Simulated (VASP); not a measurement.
# AlN (P1) in VASP: further runs

AlN is run at these levels: PBE; tasks: single point.

Program: VASP 6.6.1. These are calculated values, not measurements. Logs are shortened: lines on timing, memory, paths and dates and some standing lists are left out, and cuts for length are marked.

## (1) The cell of the first run

The typed cell holds 4 atoms: a = 3.130 Å, b = 3.130 Å, c = 5.018 Å, α = 90.00°, β = 90.00°, γ = 120.00°.

## (2) Single point, PBE (atom 3 (N) moved +0.400 Å along Cartesian [1 1 0])

File INCAR:

```
SYSTEM = AlN
PREC = Accurate ; ENCUT = 520
EDIFF = 1E-6 ; ISMEAR = 0
SIGMA = 0.05 ; LREAL = .FALSE.
LASPH = .TRUE. ; NELM = 60
ALGO = Normal ; ISIF = 2
LWAVE = .FALSE. ; LCHARG = .FALSE.
GGA = PE ; NBANDS = 16
```

File KPOINTS:

```
regular mesh
0
G
  12 12 6
  0 0 0
```

File POSCAR:

```
AlN
1.0
    3.1302395629      0.0000000000      0.0000000000
   -1.5651197815      2.7108669814      0.0000000000
    0.0000000000      0.0000000000      5.0179796548
Al N
2 2
Direct
    0.3333333333      0.6666666667      0.0017287175
    0.6666666667      0.3333333333      0.5017287175
    0.4758598140      0.7710032920      0.3832712825
    0.6666666667      0.3333333333      0.8832712825
```

Potentials or basis: VASP PAW PBE potentials, release 64 (Al, N).

Launch:

```
cat potpaw_PBE.64/Al/POTCAR potpaw_PBE.64/N/POTCAR > POTCAR
mpirun -np 1 vasp_std > vasp.out
```

OUTCAR:

```text
SYSTEM = AlN
   PREC = Accurate
   ENCUT = 520
   EDIFF = 1E-6
   ISMEAR = 0
   LREAL = .FALSE.
   LASPH = .TRUE.
   NELM = 60
   ISIF = 2
   GGA = PE

 ion  position               nearest neighbor table
   1  0.333  0.667  0.002-   4 1.90   4 1.90   4 1.90   3 1.96   2 3.09   2 3.09   2 3.09   2 3.09
                             2 3.09   2 3.09
   2  0.667  0.333  0.502-   3 1.66   3 1.85   4 1.91   3 2.28   1 3.09   1 3.09   1 3.09   1 3.09
                             1 3.09   1 3.09
   3  0.476  0.771  0.383-   2 1.66   2 1.85   1 1.96   2 2.28
   4  0.667  0.333  0.883-   1 1.90   1 1.90   1 1.90   2 1.91

  LATTYP: Found a hexagonal cell.
 ALAT       =     3.1302395629
 C/A-ratio  =     1.6030656932

  Lattice vectors:

 A1 = (   3.1302395629,   0.0000000000,   0.0000000000)
 A2 = (  -1.5651197815,   2.7108669814,   0.0000000000)
 A3 = (   0.0000000000,   0.0000000000,   5.0179796548)

Analysis of symmetry for initial positions (statically):
=====================================================================
 Subroutine PRICEL returns:
 Original cell was already a primitive cell.

 Routine SETGRP: Setting up the symmetry group for a
 hexagonal supercell.

 Subroutine GETGRP returns: Found  1 space group operations
 (whereof  1 operations were pure point group operations)
 out of a pool of 24 trial point group operations.

The static configuration has the point symmetry C_1 .

Analysis of symmetry for dynamics (positions and initial velocities):
=====================================================================
 Subroutine PRICEL returns:
 Original cell was already a primitive cell.

 Routine SETGRP: Setting up the symmetry group for a
 hexagonal supercell.

 Subroutine GETGRP returns: Found  1 space group operations
 (whereof  1 operations were pure point group operations)
 out of a pool of 24 trial point group operations.

The dynamic configuration has the point symmetry C_1 .

 Subroutine INISYM returns: Found  1 space group operations
 (whereof  1 operations are pure point group operations),
 and found     1 'primitive' translations

----------------------------------------------------------------------------------------

                                     Primitive cell

  volume of cell :      42.5809

  direct lattice vectors                    reciprocal lattice vectors
     3.130239563  0.000000000  0.000000000     0.319464367  0.184442838  0.000000000
    -1.565119781  2.710866981  0.000000000     0.000000000  0.368885676  0.000000000
     0.000000000  0.000000000  5.017979655     0.000000000  0.000000000  0.199283391

  length of vectors
     3.130239563  3.130239563  5.017979655     0.368885676  0.368885676  0.199283391

  position of ions in fractional coordinates (direct lattice)
     0.333333333  0.666666667  0.001728718
     0.666666667  0.333333333  0.501728718
     0.475859814  0.771003292  0.383271282
     0.666666667  0.333333333  0.883271282

  ion indices of the primitive-cell ions
   primitive index   ion index
                 1           1
                 2           2
                 3           3
                 4           4

----------------------------------------------------------------------------------------

 KPOINTS: regular mesh

Automatic generation of k-mesh.
 Grid dimensions read from file:
 generate k-points for:   12   12    6

 Generating k-lattice:

  Cartesian coordinates                     Fractional coordinates (reciprocal lattice)
     0.026622031  0.015370237  0.000000000     0.083333333 -0.000000000  0.000000000
     0.000000000  0.030740473  0.000000000     0.000000000  0.083333333  0.000000000
     0.000000000  0.000000000  0.033213898     0.000000000  0.000000000  0.166666667

  Length of vectors
     0.030740473  0.030740473  0.033213898

  Shift w.r.t. Gamma in fractional coordinates (k-lattice)
     0.000000000  0.000000000  0.000000000

 Subroutine IBZKPT returns following result:
 ===========================================

 Found    436 irreducible k-points:

 Following reciprocal coordinates:
            Coordinates               Weight
  0.000000  0.000000  0.000000      1.000000
  0.083333  0.000000  0.000000      2.000000
  0.000000  0.083333  0.000000      2.000000
 -0.083333  0.083333  0.000000      2.000000
  0.166667  0.000000  0.000000      2.000000
  0.000000  0.166667  0.000000      2.000000
[... 16 lines left out ...]
  0.166667  0.083333  0.000000      2.000000
 -0.083333  0.250000  0.000000      2.000000
 [... further k-points ...]
   k-points           NKPTS =    436   k-points in BZ     NKDIM =    436   number of bands    NBANDS=     16
   number of dos      NEDOS =    301   number of ions     NIONS =      4
   total plane-waves  NPLWV =  23040
   dimension x,y,z NGX =    24 NGY =   24 NGZ =   40
   dimension x,y,z NGXF=    48 NGYF=   48 NGZF=   80
   ions per type =               2   2
   NGX,Y,Z   is equivalent  to a cutoff of  12.75, 12.75, 13.25 a.u.
   NGXF,Y,Z  is equivalent  to a cutoff of  25.49, 25.49, 26.50 a.u.
 SYSTEM =  AlN
   PREC   = accura    normal or accurate (medium, high low for compatibility)
   ISTART =      0    job   : 0-new  1-cont  2-samecut
   ICHARG =      2    charge: 1-file 2-atom 10-const
   ISPIN  =      1    spin polarized calculation?
   LNONCOLLINEAR =      F non collinear calculations
   LSORBIT =      F    spin-orbit coupling
   LASPH  =      T    aspherical Exc in radial PAW
   ENCUT  =  520.0 eV  38.22 Ry    6.18 a.u.   5.82  5.82  9.33*2*pi/ulx,y,z
   NELM   =     60;   NELMIN=  2; NELMDL= -5     # of ELM steps
   EDIFF  = 0.1E-05   stopping-criterion for ELM
   LREAL  =      F    real-space projection
   EDIFFG = 0.1E-04   stopping-criterion for IOM
   NSW    =      0    number of steps for IOM
   IBRION =     -1    ionic relax: 0-MD 1-quasi-New 2-CG
   NFREE  =      0    steps in history (QN), initial steepest desc. (CG)
   ISIF   =      2    stress and relaxation
   ISYM   =      2    0-nonsym 1-usesym 2-fastsym
   POTIM  = 0.5000    time-step for ionic-motion
   TEBEG  =    0.0;   TEEND  =   0.0 temperature during run
   PSTRESS=    0.0 pullay stress
   NELECT =      16.0000    total number of electrons
   NUPDOWN=      -1.0000    fix difference up-down
   EMIN   =  10.00;   EMAX   =-10.00  energy-range for DOS
   EFERMI =   0.00;   METHOD = LEGACY
   ISMEAR =     0;   SIGMA  =   0.05  broadening in eV -4-tet -1-fermi 0-gaus
   EFERMI_NEDOS =   21; number of points for ismear=-14 and -15
   IALGO  =     38    algorithm
   IMIX   =      4    mixing-type and parameters
     AMIX     =   0.40;   BMIX     =  1.00
     AMIX_MAG =   1.60;   BMIX_MAG =  1.00
  volume/ion in A,a.u.               =      10.65        71.84
  Fermi-wavevector in a.u.,A,eV,Ry     =   1.181345  2.232418 18.987951  1.395575
  Thomas-Fermi vector in A             =   2.317620
   LORBIT       =      0    0 simple, 1 ext, 2 COOP (PROOUT), +10 PAW based schemes
   GGA     = PE    functional components
   LHFCALC =     F    Hartree Fock is set to
   AEXX    =    0.0000 exact exchange contribution
   IVDW    =     0    specifies the selected vdW correction
   LEPSILON=     F    determine dielectric tensor
   LRPA    =     F    only Hartree local field effects (RPA)
 non-spin polarized calculation
 Gauss-broadening in eV      SIGMA  =   0.05
  energy-cutoff  :      520.00
  volume of cell :       42.58
 maximum number of plane-waves:      1170
   NGX = 11   NGY = 11   NGZ = 19

 number of electron      15.9999999 magnetization

 Free energy of the ion-electron system (eV)
  ---------------------------------------------------
  ext. energy  EPLUGINS =         0.00000000
  ---------------------------------------------------
  free energy    TOTEN  =       -28.83198119 eV

  energy without entropy =      -28.83198119  energy(sigma->0) =      -28.83198119

 E-fermi :   6.6717     XC(G=0): -10.8252

 val. band max:        6.3907133878   @ k =   0.0000   0.0000   0.0000
 cond. band min:       9.7356297135   @ k =   0.0000   0.0000   0.0000
 fundamental gap:      3.3449163257
 Fermi energy:         6.6716554548

 k-point     1 :       0.0000    0.0000    0.0000
  band No.  band energies     occupation
      1      -9.1252      2.00000
      2      -7.0431      2.00000
      3       0.0516      2.00000
      4       4.4968      2.00000
      5       5.3600      2.00000
      6       5.6592      2.00000
[... 8 lines left out ...]
     15      18.9936      0.00000
     16      19.9308      0.00000

 k-point     2 :       0.0833    0.0000    0.0000
  band No.  band energies     occupation
      1      -9.0420      2.00000
      2      -6.9909      2.00000
      3       0.1505      2.00000
      4       4.4029      2.00000
      5       4.8600      2.00000
      6       5.5598      2.00000
[... 8 lines left out ...]
     15      19.0256      0.00000
     16      19.4050      0.00000

 k-point     3 :       0.0000    0.0833    0.0000
  band No.  band energies     occupation
      1      -9.0373      2.00000
      2      -6.9957      2.00000
      3       0.1574      2.00000
      4       4.1999      2.00000
      5       5.1247      2.00000
      6       5.3654      2.00000
[... 8 lines left out ...]
     15      18.8434      0.00000
     16      19.3486      0.00000

 k-point     4 :      -0.0833    0.0833    0.0000
  band No.  band energies     occupation
      1      -9.0383      2.00000
      2      -6.9946      2.00000
      3       0.1562      2.00000
      4       4.2215      2.00000
      5       5.1002      2.00000
      6       5.4388      2.00000
[... 8 lines left out ...]
     15      18.8997      0.00000
     16      19.2907      0.00000

 k-point     5 :       0.1667    0.0000    0.0000
  band No.  band energies     occupation
      1      -8.8013      2.00000
      2      -6.8449      2.00000
      3       0.4393      2.00000
      4       3.6527      2.00000
      5       4.2540      2.00000
      6       4.9072      2.00000
[... 8 lines left out ...]
     15      18.5676      0.00000
     16      19.2308      0.00000

 k-point     6 :       0.0000    0.1667    0.0000
  band No.  band energies     occupation
      1      -8.7807      2.00000
      2      -6.8675      2.00000
      3       0.4702      2.00000
      4       3.4331      2.00000
      5       4.2614      2.00000
      6       5.0107      2.00000
[... 8 lines left out ...]
     15      18.5850      0.00000
     16      19.2812      0.00000
[... 267 lines left out ...]
 k-point    21 :      -0.0833    0.1667    0.0000
  band No.  band energies     occupation
      1      -8.8625      2.00000
      2      -6.9102      2.00000
      3       0.3709      2.00000
      4       3.6239      2.00000
      5       4.5910      2.00000
      6       5.1225      2.00000
[... 8 lines left out ...]
     15      18.6129      0.00000
     16      18.8974      0.00000

 k-point    22 :      -0.1667    0.0833    0.0000
  band No.  band energies     occupation
      1      -8.8767      2.00000
      2      -6.8950      2.00000
      3       0.3497      2.00000
      4       3.9700      2.00000
      5       4.2877      2.00000
      6       5.2080      2.00000
[... 8 lines left out ...]
     15      18.3525      0.00000
     16      19.4698      0.00000

 k-point    23 :       0.1667    0.0833    0.0000
  band No.  band energies     occupation
      1      -8.5665      2.00000
      2      -6.7247      2.00000
      3       0.7268      2.00000
      4       2.9939      2.00000
      5       3.6322      2.00000
      6       4.7229      2.00000
[... 8 lines left out ...]
     15      18.6526      0.00000
     16      19.5171      0.00000

 k-point    24 :      -0.0833    0.2500    0.0000
  band No.  band energies     occupation
      1      -8.5293      2.00000
      2      -6.7669      2.00000
      3       0.7855      2.00000
      4       2.8300      2.00000
      5       3.6476      2.00000
      6       4.7388      2.00000
[... 8 lines left out ...]
     15      18.0778      0.00000
     16      19.1690      0.00000

 [... further k-points ...]

------------------------ aborting loop because EDIFF is reached ----------------------------------------

  FORCE on cell =-STRESS in cart. coord.  units (eV):
  Direction    XX          YY          ZZ          XY          YZ          ZX
  --------------------------------------------------------------------------------------
  -------------------------------------------------------------------------------------
  Total       -0.6616750      5.9171809      0.6764708     -2.4913734      1.9725565     -0.4123527
  in kB      -24.8966322    222.6438723     25.4533515    -93.7421084     74.2207529    -15.5154613
  external PRESSURE =      74.4001972 kB  Pullay stress =       0.0000000 kB

 VOLUME and BASIS-vectors are now :
 -----------------------------------------------------------------------------
  energy-cutoff  :      520.00
  volume of cell :       42.58
      direct lattice vectors                 reciprocal lattice vectors
     3.130239563  0.000000000  0.000000000     0.319464367  0.184442838  0.000000000
    -1.565119781  2.710866981  0.000000000     0.000000000  0.368885676  0.000000000
     0.000000000  0.000000000  5.017979655     0.000000000  0.000000000  0.199283391

 POSITION                                       TOTAL-FORCE (eV/Angst)
 -----------------------------------------------------------------------------------
     -0.00000      1.80724      0.00867         0.438562      0.428160      0.270150
      1.56512      0.90362      2.51766         0.405610      4.579420      1.776387
      0.28284      2.09009      1.92325        -0.913246     -5.214019     -1.998996
      1.56512      0.90362      4.43224         0.069075      0.206439     -0.047540
 -----------------------------------------------------------------------------------
    total drift:                               -0.000093     -0.000084      0.000632

  FREE ENERGIE OF THE ION-ELECTRON SYSTEM (eV)
  ---------------------------------------------------
  free  energy   TOTEN  =       -28.8319811918 eV

  energy  without entropy=      -28.8319811918  energy(sigma->0) =      -28.83198119
```

Run time: 80 s. Hardware: 1 thread of Intel Xeon 6975P-C (Granite Rapids), shared host; peak memory 0.35 GiB.

What came out:

```
Free energy            : -28.8320 eV
Pressure               : 7.4 GPa
Largest force          : 5.658 eV/Å
Band gap on the k mesh : 3.34 eV
```

Forces on the atoms (eV/Å):
```
Al   0.439  0.428  0.270
Al   0.406  4.579  1.776
N   -0.913 -5.214 -1.999
N    0.069  0.206 -0.048
```

Stress tensor (GPa, compression positive):
```
-2.49 -9.37 -1.55
-9.37 22.26  7.42
-1.55  7.42  2.55
```

Caveat: the cell differs from its parent crystal (atom 3 (N) moved +0.400 Å along Cartesian [1 1 0]); the stress differs along the axes, from -2 to 22 GPa; forces of over 1 eV/Å act on the atoms, so gaps and moduli don't describe the material at rest. A k mesh can miss the band edges.

## (3) Single point, PBE (atom 3 (N) moved -0.200 Å along Cartesian [1 1 0])

File INCAR:

```
SYSTEM = AlN
PREC = Accurate ; ENCUT = 520
EDIFF = 1E-6 ; ISMEAR = 0
SIGMA = 0.05 ; LREAL = .FALSE.
LASPH = .TRUE. ; NELM = 60
ALGO = Normal ; ISIF = 2
LWAVE = .FALSE. ; LCHARG = .TRUE.
GGA = PE ; LELF = .TRUE.
LVHAR = .TRUE. ; NBANDS = 16
```

File KPOINTS:

```
Automatic mesh
0
G
  12 12 6
  0 0 0
```

POSCAR: that of step 2 with these lines changed.

```diff
@@ -10,3 +10,3 @@
     0.6666666667      0.3333333333      0.5017287175
-    0.4758598140      0.7710032920      0.3832712825
+    0.2620700930      0.6144983540      0.3832712825
     0.6666666667      0.3333333333      0.8832712825
```

Potentials or basis: VASP PAW PBE potentials, release 64 (Al, N).

Launch:

```
cat potpaw_PBE.64/Al/POTCAR potpaw_PBE.64/N/POTCAR > POTCAR
mpirun -np 1 vasp_std > vasp.out
```

Wall time 99 s (1 thread of Intel Xeon 6975P-C (Granite Rapids), shared host); peak memory 0.35 GiB.

The run converged. Its results:

```yaml
Free_energy: -29.4217 eV
Pressure: 2.7 GPa
Largest_force: 4.097 eV/Å
Band_gap_on_the_k_mesh: 3.90 eV
```

Forces in eV/Å, atoms in the order of the input:
```
Al  -0.211 -0.213  0.085
Al  -2.970 -1.966  0.695
N    3.317  2.279 -0.764
N   -0.136 -0.101 -0.016
```

Stress tensor (GPa, compression positive):
```
 9.39  6.92 -5.08
 6.92 -2.23 -2.95
-5.08 -2.95  0.90
```

Levels at points of the mesh, in eV from the valence-band top:
| k point | band 5 | band 6 | band 7 | band 8 | band 9 | band 10 | band 11 | band 12 |
| --- | --- | --- | --- | --- | --- | --- | --- | --- |
| (0.00, 0.00, 0.00) | -0.74 | -0.39 | -0.20 | 0.00 | 3.90 | 6.38 | 10.14 | 10.76 |
| (0.50, 0.00, 0.00) | -3.07 | -2.29 | -2.02 | -0.62 | 5.46 | 6.35 | 8.18 | 9.62 |
| (0.00, 0.50, 0.00) | -3.57 | -2.24 | -1.48 | -0.89 | 5.14 | 5.83 | 7.65 | 10.03 |
| (0.50, 0.50, 0.00) | -3.48 | -2.14 | -1.68 | -0.83 | 5.45 | 5.76 | 7.67 | 9.99 |
| (0.00, 0.00, 0.50) | -0.98 | -0.65 | -0.61 | -0.26 | 6.07 | 6.18 | 9.94 | 10.09 |
| (0.50, 0.00, 0.50) | -1.56 | -1.38 | -1.25 | -1.15 | 4.89 | 4.92 | 8.91 | 9.21 |
| (0.00, 0.50, 0.50) | -1.86 | -1.62 | -1.57 | -1.38 | 5.34 | 5.35 | 8.73 | 8.96 |
| (0.50, 0.50, 0.50) | -1.78 | -1.56 | -1.47 | -1.24 | 5.15 | 5.22 | 8.79 | 8.99 |

Caveat: the cell differs from its parent crystal (atom 3 (N) moved -0.200 Å along Cartesian [1 1 0]); the stress differs along the axes, from -2 to 9 GPa; forces of over 1 eV/Å act on the atoms, so gaps and moduli don't describe the material at rest. A k mesh can miss the band edges.
